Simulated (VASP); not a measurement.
# In (Im-3m) in VASP: further runs, part 2 of 2

VASP 6.6.1. The steps go on from the part before.

## Step 4: Single point, PBEsol

This run uses another cell than the first one, of 25.35 Å³/atom, 1.056 times its volume.

INCAR reads:

```
SYSTEM = In
PREC = Accurate
ENCUT = 520
EDIFF = 1E-6
ISMEAR = 1
SIGMA = 0.05
LREAL = .False.
LASPH = .True.
NELM = 80
ALGO = Normal
ISIF = 2
LWAVE = .False.
LCHARG = .False.
GGA = PS
NBANDS = 12
```

KPOINTS reads:

```
Automatic mesh
0
Gamma
  11 11 11
  0 0 0
```

POSCAR reads:

```
In
1.0
   -1.8506116314      1.8506116314      1.8506116314
    1.8506116314     -1.8506116314      1.8506116314
    1.8506116314      1.8506116314     -1.8506116314
In
1
Direct
    0.0000000000      0.0000000000      0.0000000000
```

Potentials or basis: VASP PAW PBE potentials, release 64 (In_d).

Run with:

```bash
$ cat potpaw_PBE.64/In_d/POTCAR > POTCAR
$ mpirun -np 1 vasp_std > vasp.out
```

OUTCAR:

```text
SYSTEM = In
   PREC = Accurate
   ENCUT = 520
   EDIFF = 1E-6
   ISMEAR = 1
   LREAL = .False.
   LASPH = .True.
   NELM = 80
   ISIF = 2
   GGA = PS

 ion  position               nearest neighbor table
   1  0.000  0.000  0.000-

  LATTYP: Found a body centered cubic cell.
 ALAT       =     3.7012232628

  Lattice vectors:

 A1 = (  -1.8506116314,   1.8506116314,   1.8506116314)
 A2 = (   1.8506116314,  -1.8506116314,   1.8506116314)
 A3 = (   1.8506116314,   1.8506116314,  -1.8506116314)

Analysis of symmetry for initial positions (statically):
=====================================================================
 Subroutine PRICEL returns:
 Original cell was already a primitive cell.

 Routine SETGRP: Setting up the symmetry group for a
 body centered cubic supercell.

 Subroutine GETGRP returns: Found 48 space group operations
 (whereof 48 operations were pure point group operations)
 out of a pool of 48 trial point group operations.

The static configuration has the point symmetry O_h .

Analysis of symmetry for dynamics (positions and initial velocities):
=====================================================================
 Subroutine PRICEL returns:
 Original cell was already a primitive cell.

 Routine SETGRP: Setting up the symmetry group for a
 body centered cubic supercell.

 Subroutine GETGRP returns: Found 48 space group operations
 (whereof 48 operations were pure point group operations)
 out of a pool of 48 trial point group operations.

The dynamic configuration has the point symmetry O_h .

 Subroutine INISYM returns: Found 48 space group operations
 (whereof 48 operations are pure point group operations),
 and found     1 'primitive' translations

----------------------------------------------------------------------------------------

                                     Primitive cell

  volume of cell :      25.3516

  direct lattice vectors                    reciprocal lattice vectors
    -1.850611631  1.850611631  1.850611631     0.000000000  0.270180945  0.270180945
     1.850611631 -1.850611631  1.850611631     0.270180945  0.000000000  0.270180945
     1.850611631  1.850611631 -1.850611631     0.270180945  0.270180945  0.000000000

  length of vectors
     3.205353371  3.205353371  3.205353371     0.382093557  0.382093557  0.382093557

  position of ions in fractional coordinates (direct lattice)
     0.000000000  0.000000000  0.000000000

  ion indices of the primitive-cell ions
   primitive index   ion index
                 1           1

----------------------------------------------------------------------------------------

 KPOINTS: Automatic mesh

Automatic generation of k-mesh.
 Grid dimensions read from file:
 generate k-points for:   11   11   11

 Generating k-lattice:

  Cartesian coordinates                     Fractional coordinates (reciprocal lattice)
     0.000000000  0.024561904  0.024561904     0.090909091  0.000000000  0.000000000
     0.024561904  0.000000000  0.024561904     0.000000000  0.090909091  0.000000000
     0.024561904  0.024561904  0.000000000     0.000000000  0.000000000  0.090909091

  Length of vectors
     0.034735778  0.034735778  0.034735778

  Shift w.r.t. Gamma in fractional coordinates (k-lattice)
     0.000000000  0.000000000  0.000000000

 Subroutine IBZKPT returns following result:
 ===========================================

 Found     56 irreducible k-points:

 Following reciprocal coordinates:
            Coordinates               Weight
  0.000000  0.000000  0.000000      1.000000
  0.090909  0.000000  0.000000     12.000000
  0.181818  0.000000  0.000000     12.000000
  0.272727  0.000000  0.000000     12.000000
  0.363636  0.000000  0.000000     12.000000
  0.454545  0.000000  0.000000     12.000000
[... 16 lines left out ...]
  0.272727  0.181818  0.090909     48.000000
  0.363636  0.181818  0.090909     24.000000
 [... further k-points ...]
   k-points           NKPTS =     56   k-points in BZ     NKDIM =     56   number of bands    NBANDS=     12
   number of dos      NEDOS =    301   number of ions     NIONS =      1
   total plane-waves  NPLWV =  13824
   dimension x,y,z NGX =    24 NGY =   24 NGZ =   24
   dimension x,y,z NGXF=    48 NGYF=   48 NGZF=   48
   ions per type =               1
   NGX,Y,Z   is equivalent  to a cutoff of  12.45, 12.45, 12.45 a.u.
   NGXF,Y,Z  is equivalent  to a cutoff of  24.90, 24.90, 24.90 a.u.
 SYSTEM =  In
   PREC   = accura    normal or accurate (medium, high low for compatibility)
   ISTART =      0    job   : 0-new  1-cont  2-samecut
   ICHARG =      2    charge: 1-file 2-atom 10-const
   ISPIN  =      1    spin polarized calculation?
   LNONCOLLINEAR =      F non collinear calculations
   LSORBIT =      F    spin-orbit coupling
   LASPH  =      T    aspherical Exc in radial PAW
   ENCUT  =  520.0 eV  38.22 Ry    6.18 a.u.   5.96  5.96  5.96*2*pi/ulx,y,z
   NELM   =     80;   NELMIN=  2; NELMDL= -5     # of ELM steps
   EDIFF  = 0.1E-05   stopping-criterion for ELM
   LREAL  =      F    real-space projection
   EDIFFG = 0.1E-04   stopping-criterion for IOM
   NSW    =      0    number of steps for IOM
   IBRION =     -1    ionic relax: 0-MD 1-quasi-New 2-CG
   NFREE  =      0    steps in history (QN), initial steepest desc. (CG)
   ISIF   =      2    stress and relaxation
   ISYM   =      2    0-nonsym 1-usesym 2-fastsym
   POTIM  = 0.5000    time-step for ionic-motion
   TEBEG  =    0.0;   TEEND  =   0.0 temperature during run
   PSTRESS=    0.0 pullay stress
   NELECT =      13.0000    total number of electrons
   NUPDOWN=      -1.0000    fix difference up-down
   EMIN   =  10.00;   EMAX   =-10.00  energy-range for DOS
   EFERMI =   0.00;   METHOD = LEGACY
   ISMEAR =     1;   SIGMA  =   0.05  broadening in eV -4-tet -1-fermi 0-gaus
   EFERMI_NEDOS =   21; number of points for ismear=-14 and -15
   IALGO  =     38    algorithm
   IMIX   =      4    mixing-type and parameters
     AMIX     =   0.40;   BMIX     =  1.00
     AMIX_MAG =   1.60;   BMIX_MAG =  1.00
  volume/ion in A,a.u.               =      25.35       171.08
  Fermi-wavevector in a.u.,A,eV,Ry     =   1.310350  2.476203 23.361438  1.717017
  Thomas-Fermi vector in A             =   2.440886
   LORBIT       =      0    0 simple, 1 ext, 2 COOP (PROOUT), +10 PAW based schemes
   GGA     = PS    functional components
   LHFCALC =     F    Hartree Fock is set to
   AEXX    =    0.0000 exact exchange contribution
   IVDW    =     0    specifies the selected vdW correction
   LEPSILON=     F    determine dielectric tensor
   LRPA    =     F    only Hartree local field effects (RPA)
 non-spin polarized calculation
 Methfessel and Paxton  Order N= 1 SIGMA  =   0.05
  energy-cutoff  :      520.00
  volume of cell :       25.35
 maximum number of plane-waves:       697
   NGX = 11   NGY = 11   NGZ = 11

 number of electron      12.9999991 magnetization

 Free energy of the ion-electron system (eV)
  ---------------------------------------------------
  ext. energy  EPLUGINS =         0.00000000
  ---------------------------------------------------
  free energy    TOTEN  =        -2.96850210 eV

  energy without entropy =       -2.96813019  energy(sigma->0) =       -2.96837813

 E-fermi :   7.7464     XC(G=0): -10.5581

 val. band max:        7.6922048138   @ k =   0.2727   0.2727   0.0909
 cond. band min:       7.7502466106   @ k =  -0.3636   0.4545   0.1818
 fundamental gap:      0.0580417969
 Fermi energy:         7.7463652973

 k-point     1 :       0.0000    0.0000    0.0000
  band No.  band energies     occupation
      1      -6.9124      2.00000
      2      -6.9124      2.00000
      3      -6.9124      2.00000
      4      -6.6080      2.00000
      5      -6.6080      2.00000
      6      -2.0629      2.00000
      7      19.1618      0.00000
      8      19.1618      0.00000
      9      19.1618      0.00000
     10      20.8213      0.00000
     11      20.8213      0.00000
     12      20.8213      0.00000

 k-point     2 :       0.0909    0.0000    0.0000
  band No.  band energies     occupation
      1      -6.9224      2.00000
      2      -6.9039      2.00000
      3      -6.8751      2.00000
      4      -6.6185      2.00000
      5      -6.6083      2.00000
      6      -1.8664      2.00000
      7      17.2475      0.00000
      8      18.2591      0.00000
      9      18.6431      0.00000
     10      19.9625      0.00000
     11      20.2458      0.00000
     12      20.7255      0.00000
[... 316 lines left out ...]
 k-point    24 :       0.3636    0.1818    0.0909
  band No.  band energies     occupation
      1      -6.9814      2.00000
      2      -6.8609      2.00000
      3      -6.6264      2.00000
      4      -6.6150      2.00000
      5      -6.5665      2.00000
      6       4.4863      2.00000
      7       5.5099      2.00000
      8       9.4750      0.00000
      9      11.7918      0.00000
     10      22.3188      0.00000
     11      24.2297      0.00000
     12      25.3023      0.00000

 [... further k-points ...]
[... 5 lines left out ...]
  --------------------------------------------------------------------------------------
  -------------------------------------------------------------------------------------
  Total        0.1176507      0.1176507      0.1176507     -0.0000000      0.0000000     -0.0000000
  in kB        7.4353105      7.4353105      7.4353105     -0.0000000      0.0000000     -0.0000000
  external PRESSURE =       7.4353105 kB  Pullay stress =       0.0000000 kB

 VOLUME and BASIS-vectors are now :
 -----------------------------------------------------------------------------
  energy-cutoff  :      520.00
  volume of cell :       25.35
      direct lattice vectors                 reciprocal lattice vectors
    -1.850611631  1.850611631  1.850611631     0.000000000  0.270180945  0.270180945
     1.850611631 -1.850611631  1.850611631     0.270180945  0.000000000  0.270180945
     1.850611631  1.850611631 -1.850611631     0.270180945  0.270180945  0.000000000

 POSITION                                       TOTAL-FORCE (eV/Angst)
 -----------------------------------------------------------------------------------
      0.00000      0.00000      0.00000         0.000000     -0.000000     -0.000000
 -----------------------------------------------------------------------------------
    total drift:                               -0.000000      0.000000      0.000000

  FREE ENERGIE OF THE ION-ELECTRON SYSTEM (eV)
  ---------------------------------------------------
  free  energy   TOTEN  =        -2.9685021030 eV

  energy  without entropy=       -2.9681301880  energy(sigma->0) =       -2.96837813
```

OSZICAR:

```text
N       E                     dE             d eps       ncg     rms          rms(c)
DAV:   1     0.772800981495E+02    0.77280E+02   -0.62843E+03  1376   0.138E+03
DAV:   2     0.747185498044E+00   -0.76533E+02   -0.74594E+02  1396   0.296E+02
DAV:   3    -0.292800331584E+01   -0.36752E+01   -0.36606E+01  1608   0.644E+01
DAV:   4    -0.301066893719E+01   -0.82666E-01   -0.82645E-01  1684   0.950E+00
DAV:   5    -0.301435239185E+01   -0.36835E-02   -0.36834E-02  1832   0.183E+00    0.241E+00
DAV:   6    -0.297647071529E+01    0.37882E-01   -0.59818E-02  1660   0.510E+00    0.114E+00
DAV:   7    -0.296920680953E+01    0.72639E-02   -0.15784E-02  1764   0.241E+00    0.288E-01
DAV:   8    -0.296849942238E+01    0.70739E-03   -0.89235E-04  1812   0.504E-01    0.234E-02
DAV:   9    -0.296850134495E+01   -0.19226E-05   -0.95383E-06  1852   0.417E-02    0.155E-02
DAV:  10    -0.296850210299E+01   -0.75804E-06   -0.71258E-07  1020   0.105E-02
   1 F= -.29685021E+01 E0= -.29683781E+01  d E =-.371915E-03
```

Run time: 7.9 s. Hardware: 1 thread of Intel Xeon Platinum 8488C (Sapphire Rapids), shared host; peak memory 0.14 GiB.

Results:

```
Free energy : -2.9685 eV
Pressure    : 0.7 GPa
```

Caveat: the PAW data sets were made with another functional, which shifts forces and pressure a little; spin-orbit coupling is left out, which moves the levels of the heavy elements.

## Step 5: Summary

| cell | gap on the mesh (eV) | pressure (GPa) |
| --- | --- | --- |
| a = 3.148 Å, angles 109.5°, 1 atom | none | 3.8 |
| a = 3.177 Å, angles 109.5°, 1 atom | none | 2.2 |
| a = 3.205 Å, angles 109.5°, 1 atom | none | 0.7 |

Alike in all rows: task single point; level PBEsol; potentials or basis VASP PAW PBE potentials, release 64 (In_d); no spin polarisation; k mesh 11 × 11 × 11; cutoff (eV) 520; smearing methfessel-paxton 0.05 eV.

Caveats: the PAW data sets were made with another functional, which shifts forces and pressure a little; spin-orbit coupling is left out, which moves the levels of the heavy elements.

Total energies depend on the potentials used, so only differences within one code and one set of settings carry meaning.
